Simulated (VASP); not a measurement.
Input of a VASP 6.6.1 run:

The input INCAR:

```
ALGO = Normal
EDIFF = 1E-6
ENCUT = 520
GGA = PS
ISIF = 2
ISMEAR = 0
LASPH = T
LCHARG = F
LREAL = F
LWAVE = F
NBANDS = 26
NELM = 100
PREC = Accurate
SIGMA = 0.02
```

Contents of KPOINTS:

```
k-points
0
Gamma
  9 9 6
```

File POSCAR:

```
ZnO
1.0
    3.0366857470      0.0000000000      0.0000000000
   -1.5183428735      2.6298470002      0.0000000000
    0.0000000000      0.0000000000      5.4016379976
Zn O
2 2
Direct
    0.6666666667      0.3333333333      0.5107779532
    0.3333333333      0.6666666667      0.0107779532
    0.6666666667      0.3333333333      0.8695320468
    0.3333333333      0.6666666667      0.3695320468
```

Potentials or basis: VASP PAW PBE potentials, release 64 (Zn, O).

Launch:

```bash
$ cat potpaw_PBE.64/Zn/POTCAR potpaw_PBE.64/O/POTCAR > POTCAR
$ mpirun -np 1 vasp_std > vasp.out
```

Problem. Predict the band gap on the k mesh.

Solution. 0.62 eV, direct.

Problem. What does it give for the pressure?

Solution. 15.6 GPa.

Problem. What does it give for the largest force?

Solution. 0.355 eV/Å.

Forces on the atoms (eV/Å):
```
Zn   0.000  0.000  0.355
Zn   0.000  0.000  0.355
O    0.000  0.000 -0.355
O    0.000  0.000 -0.355
```

Caveat: the cell differs from its parent crystal (biaxial strain in the a-b plane: -6.0 %); the PAW data sets were made with another functional, which shifts forces and pressure a little.
